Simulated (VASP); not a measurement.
# ZrB (Fm-3m) in VASP: notebook

ZrB is run at these levels: revPBE, BLYP, r2SCAN; tasks: relaxation of cell and atoms.

Program: VASP 6.6.1. These are calculated values, not measurements. Logs are shortened: lines on timing, memory, paths and dates and some standing lists are left out, and cuts for length are marked.

## Step 1: The cell of the first run

Symmetry: Fm-3m, No. 225, cubic system. The conventional cell has a = 4.650 Å, b = 4.650 Å, c = 4.650 Å, α = 90.00°, β = 90.00°, γ = 90.00°. Within 3.1 Å of Zr (site symmetry m-3m) lie 6 B at 2.33 Å. B (site symmetry m-3m) has 6 Zr at 2.33 Å within 3.1 Å.

## Step 2: Relaxation of cell and atoms, revPBE

The input, INCAR:

```
SYSTEM = ZrB
  ALGO = Normal
  EDIFF = 1E-7
  EDIFFG = -0.01
  ENCUT = 600
  GGA = RE
  IBRION = 2
  ISIF = 3
  ISMEAR = -1
  LASPH = .True.
  LCHARG = .False.
  LREAL = .False.
  LWAVE = .False.
  NELM = 100
  NSW = 60
  PREC = Accurate
  SIGMA = 0.05
```

The input, KPOINTS:

```
k-points
0
Gamma
  10 10 10
  0 0 0
```

The input, POSCAR:

```
ZrB
1.0
    0.0000000000      2.3250000000      2.3250000000
    2.3250000000      0.0000000000      2.3250000000
    2.3250000000      2.3250000000      0.0000000000
Zr B
1 1
Direct
    0.0000000000      0.0000000000      0.0000000000
    0.5000000000      0.5000000000      0.5000000000
```

Potentials or basis: VASP PAW PBE potentials, release 64 (Zr_sv, B).

On the command line:

```console
$ cat potpaw_PBE.64/Zr_sv/POTCAR potpaw_PBE.64/B/POTCAR > POTCAR
$ mpirun -np 1 vasp_std > vasp.out
```

OUTCAR:

```text
SYSTEM = ZrB
   EDIFF = 1E-7
   EDIFFG = -0.01
   ENCUT = 600
   GGA = RE
   IBRION = 2
   ISIF = 3
   ISMEAR = -1
   LASPH = .True.
   LREAL = .False.
   NELM = 100
   NSW = 60
   PREC = Accurate

 ion  position               nearest neighbor table
   1  0.000  0.000  0.000-   2 2.33   2 2.33   2 2.33   2 2.33   2 2.33   2 2.33
   2  0.500  0.500  0.500-   1 2.33   1 2.33   1 2.33   1 2.33   1 2.33   1 2.33

  LATTYP: Found a face centered cubic cell.
 ALAT       =     4.6500000000

  Lattice vectors:

 A1 = (   0.0000000000,   2.3250000000,   2.3250000000)
 A2 = (   2.3250000000,   0.0000000000,   2.3250000000)
 A3 = (   2.3250000000,   2.3250000000,   0.0000000000)

Analysis of symmetry for initial positions (statically):
=====================================================================
 Subroutine PRICEL returns:
 Original cell was already a primitive cell.

 Routine SETGRP: Setting up the symmetry group for a
 face centered cubic supercell.

 Subroutine GETGRP returns: Found 48 space group operations
 (whereof 48 operations were pure point group operations)
 out of a pool of 48 trial point group operations.

The static configuration has the point symmetry O_h .

Analysis of symmetry for dynamics (positions and initial velocities):
=====================================================================
 Subroutine PRICEL returns:
 Original cell was already a primitive cell.

 Routine SETGRP: Setting up the symmetry group for a
 face centered cubic supercell.

 Subroutine GETGRP returns: Found 48 space group operations
 (whereof 48 operations were pure point group operations)
 out of a pool of 48 trial point group operations.

The dynamic configuration has the point symmetry O_h .

 Subroutine INISYM returns: Found 48 space group operations
 (whereof 48 operations are pure point group operations),
 and found     1 'primitive' translations

----------------------------------------------------------------------------------------

                                     Primitive cell

  volume of cell :      25.1362

  direct lattice vectors                    reciprocal lattice vectors
     0.000000000  2.325000000  2.325000000    -0.215053763  0.215053763  0.215053763
     2.325000000  0.000000000  2.325000000     0.215053763 -0.215053763  0.215053763
     2.325000000  2.325000000  0.000000000     0.215053763  0.215053763 -0.215053763

  length of vectors
     3.288046533  3.288046533  3.288046533     0.372484045  0.372484045  0.372484045

  position of ions in fractional coordinates (direct lattice)
[... 114 lines left out ...]
 maximum number of plane-waves:       869
 NGX is ok and might be reduce to    28
   NGX = 13   NGY = 13   NGZ = 13

--------------------------------------- Ionic step        1  -------------------------------------------

 number of electron      15.0000000 magnetization

 Free energy of the ion-electron system (eV)
  ---------------------------------------------------
  ext. energy  EPLUGINS =         0.00000000
  ---------------------------------------------------
  free energy    TOTEN  =       -14.96020113 eV

  energy without entropy =      -14.95150927  energy(sigma->0) =      -14.95585520

------------------------ aborting loop because EDIFF is reached ----------------------------------------

  FORCE on cell =-STRESS in cart. coord.  units (eV):
  Direction    XX          YY          ZZ          XY          YZ          ZX
  --------------------------------------------------------------------------------------
  -------------------------------------------------------------------------------------
  Total        5.8218457      5.8218457      5.8218457      0.0000000     -0.0000000      0.0000000
  in kB      371.0841518    371.0841518    371.0841518      0.0000000     -0.0000000      0.0000000
  external PRESSURE =     371.0841518 kB  Pullay stress =       0.0000000 kB
[... 89 lines left out ...]
  FREE ENERGIE OF THE ION-ELECTRON SYSTEM (eV)
  ---------------------------------------------------
  free  energy   TOTEN  =       -15.4347095430 eV

  energy  without entropy=      -15.4218045861  energy(sigma->0) =      -15.42825706

[... ionic steps 4 to 15 ...]

--------------------------------------- Ionic step       16  -------------------------------------------

 number of electron      15.0000000 magnetization

------------------------ aborting loop because EDIFF is reached ----------------------------------------
[... 67 lines left out ...]
--------------------------------------- Ionic step       18  -------------------------------------------

 number of electron      15.0000000 magnetization

 Free energy of the ion-electron system (eV)
  ---------------------------------------------------
  ext. energy  EPLUGINS =         0.00000000
  ---------------------------------------------------
  free energy    TOTEN  =       -15.43559724 eV

  energy without entropy =      -15.42285464  energy(sigma->0) =      -15.42922594

 E-fermi :   7.3949     XC(G=0): -11.3741

 val. band max:        7.3551584651   @ k =   0.5000   0.3000   0.1000
 cond. band min:       7.3966929065   @ k =  -0.2000   0.1000   0.0000
 fundamental gap:      0.0415344415
 Fermi energy:         7.3949493154

 k-point     1 :       0.0000    0.0000    0.0000
  band No.  band energies     occupation
      1     -40.1616      2.00000
      2     -17.9904      2.00000
      3     -17.9904      2.00000
      4     -17.9904      2.00000
      5      -0.6354      2.00000
      6       9.1405      0.00000
      7       9.1405      0.00000
      8       9.1405      0.00000
      9      10.4900      0.00000
     10      10.4900      0.00000
     11      10.8084      0.00000
[... 309 lines left out ...]
 k-point    24 :       0.4000    0.3000    0.0000
  band No.  band energies     occupation
      1     -40.1035      2.00000
      2     -18.3669      2.00000
      3     -18.1434      2.00000
      4     -18.1277      2.00000
      5       1.4213      2.00000
      6       5.6858      2.00000
      7       6.8737      1.99994
      8       8.4965      0.00000
      9       9.2027      0.00000
     10      12.0151      0.00000
     11      13.3341      0.00000

 [... further k-points ...]

------------------------ aborting loop because EDIFF is reached ----------------------------------------

  FORCE on cell =-STRESS in cart. coord.  units (eV):
  Direction    XX          YY          ZZ          XY          YZ          ZX
  --------------------------------------------------------------------------------------
  -------------------------------------------------------------------------------------
  Total       -0.0010835     -0.0010835     -0.0010835      0.0000000     -0.0000000      0.0000000
  in kB       -0.0581290     -0.0581290     -0.0581290      0.0000000     -0.0000000      0.0000000
  external PRESSURE =      -0.0581290 kB  Pullay stress =       0.0000000 kB
[... 17 lines left out ...]
  FREE ENERGIE OF THE ION-ELECTRON SYSTEM (eV)
  ---------------------------------------------------
  free  energy   TOTEN  =       -15.4355972354 eV

  energy  without entropy=      -15.4228546371  energy(sigma->0) =      -15.42922594

 reached required accuracy - stopping structural energy minimisation
```

OSZICAR:

```text
N       E                     dE             d eps       ncg     rms          rms(c)
DAV:   1     0.118423155749E+03    0.11842E+03   -0.89457E+03  1034   0.148E+03
DAV:   2    -0.108443821056E+02   -0.12927E+03   -0.12339E+03  1158   0.358E+02
DAV:   3    -0.164295413085E+02   -0.55852E+01   -0.53793E+01  1492   0.663E+01
[... 134 lines left out ...]
DAV:   4    -0.154355978905E+02   -0.61568E-06   -0.30171E-06  1293   0.148E-02    0.669E-03
DAV:   5    -0.154355979833E+02   -0.92806E-07   -0.27571E-06  1561   0.108E-02    0.497E-03
DAV:   6    -0.154355974690E+02    0.51435E-06   -0.34511E-07  1400   0.475E-03    0.113E-03
DAV:   7    -0.154355972924E+02    0.17660E-06   -0.25106E-08   517   0.175E-03    0.327E-04
DAV:   8    -0.154355972354E+02    0.56996E-07   -0.62256E-09   517   0.968E-04
  18 F= -.15435597E+02 E0= -.15429226E+02  d E =-.476720E-04
```

Run time: 72 s. Hardware: 1 thread of Intel Xeon 6975P-C (Granite Rapids), shared host; peak memory 0.17 GiB.

Results:

* Free energy: -15.4356 eV
* Relaxed volume: 14.93 Å³/atom
* Relaxed cell: a = 3.482 Å, b = 3.482 Å, c = 3.482 Å, α = 60.00°, β = 60.00°, γ = 60.00°
* Space group after relaxing (to 0.1 Å): Fm-3m (No. 225)
* Energy gained by relaxing: 237.7 meV/atom
* Ionic steps: 18
* Pressure after relaxing: 0.0 GPa
* Band gap on the k mesh: zero (an odd number of electrons rules out a gap without spin polarisation)

Step by step:
```
step  energy change (eV)  largest force (eV/Å)  pressure (GPa)  volume (Å³)
   1              0.0000                0.0000           37.11        25.14
   2              0.1359                0.0000          -21.95        37.28
   3             -0.4745                0.0000           -1.19        30.10
   4             -0.4754                0.0000           -0.21        29.90
   5             -0.4753                0.0000            0.31        29.80
   6             -0.4753                0.0000            0.32        29.80
   7             -0.4753                0.0000            0.29        29.81
   8             -0.4753                0.0000            0.29        29.81
   9             -0.4753                0.0000            0.29        29.81
  10             -0.4753                0.0000            0.29        29.81
  11             -0.4753                0.0000            0.29        29.81
  12             -0.4753                0.0000            0.29        29.81
  13             -0.4754                0.0000            0.29        29.81
  14             -0.4754                0.0000            0.27        29.81
  15             -0.4754                0.0000            0.25        29.81
  16             -0.4754                0.0000            0.21        29.82
  17             -0.4754                0.0000            0.14        29.84
  18             -0.4754                0.0000           -0.01        29.86
```

Final structure:
```
CELL_PARAMETERS angstrom
0.00000 2.46247 2.46247
2.46247 0.00000 2.46247
2.46247 2.46247 0.00000
ATOMIC_POSITIONS crystal
Zr 0.00000 0.00000 0.00000
B 0.50000 0.50000 0.50000
```

Levels at points of the mesh, in eV from the Fermi level:
| k point | band 4 | band 5 | band 6 | band 7 | band 8 | band 9 | band 10 | band 11 |
| --- | --- | --- | --- | --- | --- | --- | --- | --- |
| (0.00, 0.00, 0.00) | -25.39 | -8.03 | 1.75 | 1.75 | 1.75 | 3.10 | 3.10 | 3.41 |
| (0.50, 0.00, 0.00) | -25.44 | -4.25 | -3.76 | -1.13 | -1.13 | 4.76 | 4.76 | 6.01 |
| (0.50, 0.50, 0.00) | -25.57 | -6.10 | -0.82 | -0.73 | 2.02 | 2.02 | 4.48 | 5.65 |

Caveat: the volume moved by over 15 % at a fixed basis, so the end points are rough; the PAW data sets were made with another functional, which shifts forces and pressure a little. Zero-point motion and thermal expansion aren't in these numbers.

## Step 3: Relaxation of cell and atoms, BLYP

The input, INCAR:

```
PREC = Accurate
ENCUT = 600
EDIFF = 1E-6
ISMEAR = -1
SIGMA = 0.05
LREAL = False
LASPH = True
NELM = 80
ALGO = Normal
ISIF = 3
LWAVE = False
LCHARG = False
GGA = B5
ALDAX = 1.0
AGGAX = 1.0
AGGAC = 1.0
ALDAC = 0.0
IBRION = 2
NSW = 60
EDIFFG = -0.01
```

The input, KPOINTS:

```
Automatic mesh
0
Gamma
  10 10 10
```

POSCAR is that of step 2.

Potentials or basis: VASP PAW PBE potentials, release 64 (Zr_sv, B).

On the command line:

```console
$ cat potpaw_PBE.64/Zr_sv/POTCAR potpaw_PBE.64/B/POTCAR > POTCAR
$ mpirun -np 1 vasp_std > vasp.out
```

It took 2 min on 1 thread of Intel Xeon 6975P-C (Granite Rapids), shared host; peak memory 0.17 GiB.

Results (log left out):

```yaml
Free_energy: -14.2105 eV
Relaxed_volume: 15.30 Å³/atom
Relaxed_cell: a = 3.511 Å, b = 3.511 Å, c = 3.511 Å, α = 60.00°, β = 60.00°, γ = 60.00°
Space_group_after_relaxing_to_0.1_Å: Fm-3m (No. 225)
Energy_gained_by_relaxing: 307.0 meV/atom
Ionic_steps: 19
Pressure_after_relaxing: 0.0 GPa
Band_gap_on_the_k_mesh: zero (an odd number of electrons rules out a gap without spin polarisation)
```

Step by step:
```
step  energy change (eV)  largest force (eV/Å)  pressure (GPa)  volume (Å³)
   1              0.0000                0.0000           42.34        25.14
   2              0.1223                0.0000          -22.06        39.26
   3             -0.6128                0.0000           -1.39        30.89
   4             -0.6140                0.0000           -0.29        30.65
   5             -0.6140                0.0000            0.28        30.54
   6             -0.6140                0.0000            0.29        30.54
   7             -0.6140                0.0000            0.30        30.54
   8             -0.6140                0.0000            0.27        30.54
   9             -0.6140                0.0000            0.27        30.54
  10             -0.6140                0.0000            0.27        30.54
  11             -0.6140                0.0000            0.27        30.54
  12             -0.6140                0.0000            0.27        30.54
  13             -0.6140                0.0000            0.27        30.54
  14             -0.6140                0.0000            0.27        30.54
  15             -0.6140                0.0000            0.28        30.54
  16             -0.6140                0.0000            0.25        30.55
  17             -0.6140                0.0000            0.22        30.55
  18             -0.6140                0.0000            0.15        30.57
  19             -0.6140                0.0000           -0.02        30.60
```

Final structure:
```
Zr B
1.0
     0.00000    2.48255    2.48255
     2.48255    0.00000    2.48255
     2.48255    2.48255    0.00000
Zr B
1 1
Direct
  0.00000 0.00000 0.00000
  0.50000 0.50000 0.50000
```

Levels at points of the mesh, in eV from the Fermi level:
```csv
k point,band 4,band 5,band 6,band 7,band 8,band 9,band 10,band 11
"(0.00, 0.00, 0.00)",-25.59,-7.83,1.69,1.69,1.69,2.95,3.26,3.26
"(0.50, 0.00, 0.00)",-25.64,-4.25,-3.58,-1.14,-1.14,4.49,4.49,5.70
"(0.50, 0.50, 0.00)",-25.75,-6.02,-0.72,-0.60,1.94,1.94,4.24,5.32
```

Caveat: the volume moved by over 15 % at a fixed basis, so the end points are rough; the PAW data sets were made with another functional, which shifts forces and pressure a little. Zero-point motion and thermal expansion aren't in these numbers.

[end of part 1 of 2]

The gap in the log of VASP goes by the Fermi energy; the results here count the filled bands.